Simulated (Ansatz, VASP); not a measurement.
PtSe2: VASP beside Ansatz

```xyz
3
Lattice="3.7425 0.0000 0.0000 -1.8713 3.2411 0.0000 0.0000 0.0000 4.7560" Properties=species:S:1:pos:R:3 pbc="T T T"
Pt    0.0000    0.0000    0.0000
Se    0.0000    2.1607    1.2591
Se    1.8713    1.0804    3.4968
```

Alike in both runs: functional LDA; k mesh 14 × 14 × 10; occupations gaussian, width 0.02 eV; no spin polarisation.

Ansatz relaxed the structure, and its values are those at the end. VASP's run is a single point on that final structure, the one shown.

|  | VASP | Ansatz |
| --- | --- | --- |
| version | VASP 6.6.1 | Ansatz 0.2.0 |
| potentials or method | VASP PAW LDA potentials, release 64 (Pt, Se) | scalar-relativistic, plane waves, PAW |
| plane-wave cutoff (eV) | 520 | 420 |
| valence electrons in the cell | 22 | 50 |

```csv
,VASP,Ansatz,Ansatz less VASP
gap on the k mesh at the Fermi level (eV),none,none,-
pressure (GPa),0.4,0.0,-0.42
rms of the force components (eV/Å),0.024,0.000,-0.0241
```

LDA's correlation is that of Perdew and Zunger in VASP and of Perdew and Wang (1992) in Ansatz. A gap of «none» marks a metal or a gap that the smearing closes. VASP's potentials hold 22 valence electrons a cell and Ansatz's 50, so a difference there can come from the potentials and not from the codes.

Spin-orbit coupling is off throughout.
